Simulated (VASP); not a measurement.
Here is a VASP 6.6.1 calculation.

The input INCAR:

```
SYSTEM = Mo2Os
PREC = Accurate ; ENCUT = 520
EDIFF = 1E-6 ; ISMEAR = 0
SIGMA = 0.1 ; LREAL = .FALSE.
LASPH = .TRUE. ; NELM = 100
ALGO = Normal ; ISIF = 2
LWAVE = .FALSE. ; LCHARG = .FALSE.
GGA = PE ; NBANDS = 25
```

The input KPOINTS:

```
Automatic mesh
0
G
  6 6 6
  0 0 0
```

File POSCAR:

```
Mo2Os
1.0
    4.4150909226      0.0000000000      0.0000000000
   -2.2075454613      3.8235808990      0.0000000000
    0.0000000000      0.0000000000      2.7286777936
Mo Os
2 1
Direct
    0.3333333333      0.6666666667      0.5000000000
    0.6666666667      0.3333333333      0.5000000000
    0.0000000000      0.0000000000      0.0000000000
```

Potentials or basis: VASP PAW PBE potentials, release 64 (Mo_sv, Os).

Command:

```sh
$ cat potpaw_PBE.64/Mo_sv/POTCAR potpaw_PBE.64/Os/POTCAR > POTCAR
$ mpirun -np 1 vasp_std > vasp.out
```

Estimate the pressure.

0.7 GPa.

Predict the band gap on the k mesh.

zero (bands 18 and 19 overlap by 1.27 eV).

Caveat: the k points lie up to 0.38 Å⁻¹ apart, too coarse for converged energies and pressures of a metal; spin-orbit coupling is left out, which moves the levels of the heavy elements.
